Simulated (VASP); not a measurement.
# Al (P6_3/mmc) in VASP: further runs, part 2 of 2

VASP 6.6.1. Earlier steps stand in the parts before.

### Step 3. Single point, PBEsol+D3(BJ) (biaxial strain in the a-b plane: -1.0 %)

INCAR reads:

```
  ALGO = Normal
  EDIFF = 1E-6
  ENCUT = 520
  GGA = PS
  ISIF = 2
  ISMEAR = 0
  IVDW = 12
  LASPH = True
  LCHARG = True
  LELF = True
  LREAL = False
  LVHAR = True
  LWAVE = False
  NBANDS = 10
  NELM = 80
  PREC = Accurate
  SIGMA = 0.1
```

KPOINTS reads:

```
k-points
0
Gamma
  24 24 12
```

POSCAR reads:

```
Al
1.0
    2.7623565938      0.0000000000      0.0000000000
   -1.3811782969      2.3922709845      0.0000000000
    0.0000000000      0.0000000000      4.6758051822
Al
2
Direct
    0.6666666667      0.3333333333      0.7500000000
    0.3333333333      0.6666666667      0.2500000000
```

Potentials or basis: VASP PAW PBE potentials, release 64 (Al).

Started as:

```sh
$ cat potpaw_PBE.64/Al/POTCAR > POTCAR
$ mpirun -np 1 vasp_std > vasp.out
```

OUTCAR:

```text
EDIFF = 1E-6
   ENCUT = 520
   GGA = PS
   ISIF = 2
   ISMEAR = 0
   IVDW = 12
   LASPH = True
   LREAL = False
   NELM = 80
   PREC = Accurate
 IVDW          = 12

 ion  position               nearest neighbor table
   1  0.667  0.333  0.750-   2 2.83   2 2.83   2 2.83   2 2.83   2 2.83   2 2.83
   2  0.333  0.667  0.250-   1 2.83   1 2.83   1 2.83   1 2.83   1 2.83   1 2.83

  LATTYP: Found a hexagonal cell.
 ALAT       =     2.7623565938
 C/A-ratio  =     1.6926870313

  Lattice vectors:

 A1 = (   2.7623565938,   0.0000000000,   0.0000000000)
 A2 = (  -1.3811782969,   2.3922709845,   0.0000000000)
 A3 = (   0.0000000000,   0.0000000000,   4.6758051822)

Analysis of symmetry for initial positions (statically):
=====================================================================
 Subroutine PRICEL returns:
 Original cell was already a primitive cell.

 Routine SETGRP: Setting up the symmetry group for a
 hexagonal supercell.

 Subroutine GETGRP returns: Found 24 space group operations
 (whereof 12 operations were pure point group operations)
 out of a pool of 24 trial point group operations.

The static configuration has the point symmetry D_3d.
 The point group associated with its full space group is D_6h.

Analysis of symmetry for dynamics (positions and initial velocities):
=====================================================================
 Subroutine PRICEL returns:
 Original cell was already a primitive cell.

 Routine SETGRP: Setting up the symmetry group for a
 hexagonal supercell.

 Subroutine GETGRP returns: Found 24 space group operations
 (whereof 12 operations were pure point group operations)
 out of a pool of 24 trial point group operations.

The dynamic configuration has the point symmetry D_3d.
 The point group associated with its full space group is D_6h.

 Subroutine INISYM returns: Found 24 space group operations
 (whereof 12 operations are pure point group operations),
[... 120 lines left out ...]
   LORBIT       =      0    0 simple, 1 ext, 2 COOP (PROOUT), +10 PAW based schemes
   GGA     = PS    functional components
   LHFCALC =     F    Hartree Fock is set to
   AEXX    =    0.0000 exact exchange contribution
   IVDW    =    12    specifies the selected vdW correction
   LEPSILON=     F    determine dielectric tensor
   LRPA    =     F    only Hartree local field effects (RPA)
 non-spin polarized calculation
 Gauss-broadening in eV      SIGMA  =   0.10
  energy-cutoff  :      520.00
  volume of cell :       30.90
 maximum number of plane-waves:       849
 NGX is ok and might be reduce to    24
   NGX = 11   NGY = 11   NGZ = 17

 number of electron       6.0000000 magnetization

 Free energy of the ion-electron system (eV)
  ---------------------------------------------------
  ext. energy  EPLUGINS =         0.00000000
  ---------------------------------------------------
  free energy    TOTEN  =        -8.09253885 eV

  energy without entropy =       -8.08924583  energy(sigma->0) =       -8.09089234

 E-fermi :   8.6436     XC(G=0): -10.4997

 val. band max:        8.6260298439   @ k =   0.4167   0.0417   0.2500
 cond. band min:       8.6440732678   @ k =   0.3333   0.1250   0.4167
 fundamental gap:      0.0180434239
 Fermi energy:         8.6436358417

 k-point     1 :       0.0000    0.0000    0.0000
  band No.  band energies     occupation
      1      -2.9433      2.00000
      2       3.5987      2.00000
      3       3.7329      2.00000
      4      20.3714      0.00000
      5      20.3714      0.00000
      6      20.4525      0.00000
      7      20.4525      0.00000
      8      20.5364      0.00000
      9      22.6016      0.00000
     10      23.8376      0.00000
[... 287 lines left out ...]
 k-point    24 :       0.4583    0.0417    0.0000
  band No.  band energies     occupation
      1       2.8814      2.00000
      2       3.8949      2.00000
      3       9.0321      0.00000
      4       9.3872      0.00000
      5      10.2924      0.00000
      6      10.5627      0.00000
      7      14.3047      0.00000
      8      17.5611      0.00000
      9      20.0236      0.00000
     10      20.1014      0.00000

 [... further k-points ...]

------------------------ aborting loop because EDIFF is reached ----------------------------------------

 Edisp (eV)   -0.67887

 E8    (eV) :    -0.4572

  FORCE on cell =-STRESS in cart. coord.  units (eV):
  Direction    XX          YY          ZZ          XY          YZ          ZX
  --------------------------------------------------------------------------------------
  -------------------------------------------------------------------------------------
  Total       0.51419     0.51419    -0.15818    -0.00000    -0.00000     0.00000
  in kB      26.66180    26.66180    -8.20212    -0.00000    -0.00000     0.00000
  external pressure =       15.04 kB  Pullay stress =        0.00 kB

 VOLUME and BASIS-vectors are now :
 -----------------------------------------------------------------------------
  energy-cutoff  :      520.00
  volume of cell :       30.90
      direct lattice vectors                 reciprocal lattice vectors
     2.762356594  0.000000000  0.000000000     0.362009743  0.209006422  0.000000000
    -1.381178297  2.392270985  0.000000000     0.000000000  0.418012845  0.000000000
     0.000000000  0.000000000  4.675805182     0.000000000  0.000000000  0.213866909

 POSITION                                       TOTAL-FORCE (eV/Angst)
 -----------------------------------------------------------------------------------
      1.38118      0.79742      3.50685        -0.000000      0.000000      0.000000
     -0.00000      1.59485      1.16895         0.000000      0.000000      0.000000
 -----------------------------------------------------------------------------------
    total drift:                                0.000000     -0.000000     -0.000000

  FREE ENERGIE OF THE ION-ELECTRON SYSTEM (eV)
  ---------------------------------------------------
  free  energy   TOTEN  =        -8.7714102563 eV

  energy  without entropy=       -8.7681172384  energy(sigma->0) =       -8.76976375
```

Run time: 30 s. Hardware: 1 thread of Intel Xeon 6975P-C (Granite Rapids), shared host; peak memory 0.24 GiB.

Results:

```yaml
Free_energy: -8.7714 eV
Pressure: 1.5 GPa
Band_gap_on_the_k_mesh: zero (bands 3 and 4 overlap by 7.17 eV)
Dispersion_energy_per_atom: -0.339 eV
```

Levels at points of the mesh, in eV from the Fermi level:
```csv
k point,band 1,band 2,band 3,band 4,band 5,band 6,band 7
"(0.00, 0.00, 0.00)",-11.59,-5.04,-4.91,11.73,11.73,11.81,11.81
"(0.50, 0.00, 0.00)",-5.32,-5.27,0.60,0.93,1.36,1.69,6.37
"(0.00, 0.00, 0.50)",-9.91,-9.91,2.90,2.90,12.66,12.66,12.66
"(0.50, 0.00, 0.50)",-4.07,-4.07,-3.21,-3.21,7.65,7.65,7.79
```

Caveat: the cell differs from its parent crystal (biaxial strain in the a-b plane: -1.0 %); the PAW data sets were made with another functional, which shifts forces and pressure a little.

The gap in the log of VASP goes by the Fermi energy; the results here count the filled bands.